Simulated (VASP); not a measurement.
Wanted: the native input for a VASP 6.6.1 run.

```yaml
Task: single point
Functional: LDA
Potentials_or_basis: VASP PAW LDA potentials, release 64 (Pt)
Cutoff: 520 eV
k_mesh: 22 × 22 × 22
Occupations: gaussian, width 0.15 eV
Spin: no spin polarisation
Dipole_correction: no
Further_INCAR_settings: ALGO = Normal; EDIFF = 1e-06; NBANDS = 11
```

The structure of Pt lies in POSCAR:

```
Pt
1.0
    0.0000000000      1.9873330389      1.8682917898
    1.9873330389      0.0000000000      1.8682917898
    1.9873330389      1.9873330389      0.0000000000
Pt
1
Direct
    0.0000000000      0.0000000000      0.0000000000
```

This cell differs from its parent crystal: volume 14.758 Å^3 an atom, c/a of the conventional cell 0.9401.

One way to write it, as run:

INCAR

```
SYSTEM = Pt
ALGO     = Normal         ! electronic algorithm
EDIFF    = 1E-6           ! SCF threshold, eV
ENCUT    = 520            ! plane-wave cutoff, eV
GGA      = CA             ! functional
ISIF     = 2              ! what is computed and relaxed
ISMEAR   = 0              ! smearing method
LASPH    = .True.         ! aspherical terms in the spheres
LCHARG   = .True.         ! write CHGCAR
LELF     = .True.         ! ELF
LREAL    = .False.        ! projectors in reciprocal space
LVHAR    = .True.       
LWAVE    = .False.        ! write WAVECAR
NBANDS   = 11             ! bands
NELM     = 100            ! most SCF steps
PREC     = Accurate       ! precision mode
SIGMA    = 0.15           ! smearing width, eV
```

KPOINTS

```
k-points
0
Gamma
  22 22 22
  0 0 0
```

Potentials or basis: VASP PAW LDA potentials, release 64 (Pt).

Run with:

```bash
$ cat potpaw_LDA.64/Pt/POTCAR > POTCAR
$ mpirun -np 1 vasp_std > vasp.out
```

It gave:

- Pressure: 1.2 GPa
- Band gap on the k mesh: zero (band 5 reaches 12.34 eV, above the bottom of band 6 at 9.76 eV)

Caveat: spin-orbit coupling is left out, which moves the levels of the heavy elements.

Run time: 61 s on 1 thread of Intel Xeon 6975P-C, on a shared host, peak memory 0.25 GiB.
